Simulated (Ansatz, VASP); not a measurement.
# C4F in VASP and in Ansatz

INCAR

```
SYSTEM = C4F
PREC = Accurate
ENCUT = 520
EDIFF = 1E-6
ISMEAR = 0
SIGMA = 0.1
LREAL = .FALSE.
LASPH = .TRUE.
NELM = 150
ALGO = Normal
ISIF = 2
LWAVE = .FALSE.
LCHARG = .FALSE.
ISPIN = 2
MAGMOM = 1 1 1 1 1
LORBIT = 11
GGA = PE
IVDW = 12
NBANDS = 24
```

The input KPOINTS:

```
regular mesh
0
G
  4 4 4
  0 0 0
```

Contents of POSCAR:

```
C4F
1.0
    3.9966018800      0.0000000000      0.0000000000
    0.0000000000      3.9966018800      0.0000000000
    0.0000000000      0.0000000000      3.9966018800
C F
4 1
Direct
    0.0000000000      0.0000000000      0.0000000000
    0.5000000000      0.5000000000      0.0000000000
    0.5000000000      0.0000000000      0.5000000000
    0.0000000000      0.5000000000      0.5000000000
    0.5000000000      0.5000000000      0.5000000000
```

Input for Ansatz:

```yaml
crystal:
  lattice:
    - [3.99660188, 0.0, 0.0]
    - [0.0, 3.99660188, 0.0]
    - [0.0, 0.0, 3.99660188]
  atoms:
    - { symbol: C, position: [0.0, 0.0, 0.0], spin: 1.0 }
    - { symbol: C, position: [0.5, 0.5, 0.0], spin: 1.0 }
    - { symbol: C, position: [0.5, 0.0, 0.5], spin: 1.0 }
    - { symbol: C, position: [0.0, 0.5, 0.5], spin: 1.0 }
    - { symbol: F, position: [0.5, 0.5, 0.5], spin: 1.0 }
basis:
  ecutwfc: 420
kpoints:
  mp_grid: { grid: [4, 4, 4] }
hamiltonian:
  xc: pbe
  dispersion: d3bj
scf:
  occupations: { method: gaussian, width: 0.1 }
  lower_state_search: "off"
output:
  forces: true
  stress: true
  eigenvalues: true
  populations: true
magnetization:
  spin_polarized: true
```

Change from the starting cell: species swapped into the Ni4N type (Pm-3m, No. 221).

Alike in both runs: task single point; functional PBE; dispersion D3(BJ); k mesh 4 × 4 × 4; occupations gaussian, width 0.1 eV; collinear spin.

|  | VASP | Ansatz |
| --- | --- | --- |
| version | VASP 6.6.1 | Ansatz 0.2.0 |
| potentials or method | VASP PAW PBE potentials, release 64 (C, F), cutoff 520 eV | scalar-relativistic, plane waves, PAW |
| valence electrons in the cell | 23 | 23 |

```csv
,VASP,Ansatz,Ansatz less VASP
gap on the k mesh at the Fermi level (eV),none,none,-
pressure (GPa),-12.8,-12.7,+0.14
net moment per atom (μB),0.06,0.07,+0.001
size of the moment on the site where the two differ most (μB),0.08,0.13,+0.051
```

Site moments also hang on the region over which each program counts them. A gap of «none» marks a metal or a gap that the smearing closes. Ansatz's warnings: seeded moment not kept.

The k mesh is coarse, so the values compare programs but aren't converged.
